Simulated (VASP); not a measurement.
Runs of VASP 6.6.1 on Co. Symmetry: P-3m1, No. 164, trigonal system. Conventional cell: a = 2.487 Å, b = 2.487 Å, c = 4.063 Å, α = 90.00°, β = 90.00°, γ = 120.00°. Co (site symmetry 3m) has 12 Co at 2.42 to 2.55 Å within 3.2 Å. 

| potentials or basis | spin | cutoff (eV) | second run | gap on the mesh (eV) | pressure (GPa) | moment (μB) | largest force (eV/Å) |
| --- | --- | --- | --- | --- | --- | --- | --- |
| VASP PAW PBE potentials, release 64 (Co) | off | 520 | - | none | -20.4 | - | 0.51 |
| VASP PAW PBE potentials, release 64 (Co) | collinear, ferromagnetic start | 520 | - | none | -10.2 | (a) | (b) |
| VASP PAW PBE potentials, release 64 (Co) | collinear, antiferromagnetic start | 520 | - | none | (c) | 0.00 | 0.53 |
| VASP PAW PBE potentials, release 64 (Co_sv) | off | 600 | valence_matched | none | -23.6 | - | 0.52 |

Alike in all rows: task single point; level PBEsol; cell as given; k mesh 13 × 13 × 7; smearing fermi-dirac 0.1 eV.

Q: Estimate the missing entries.

A: (a) 3.21; (b) 0.46; (c) -18.2.

Caveats: the PAW data sets were made with another functional, which shifts forces and pressure a little.

A gap of «none» marks levels without a gap at the run's occupations.

The runs don't all hold the same shells in valence.
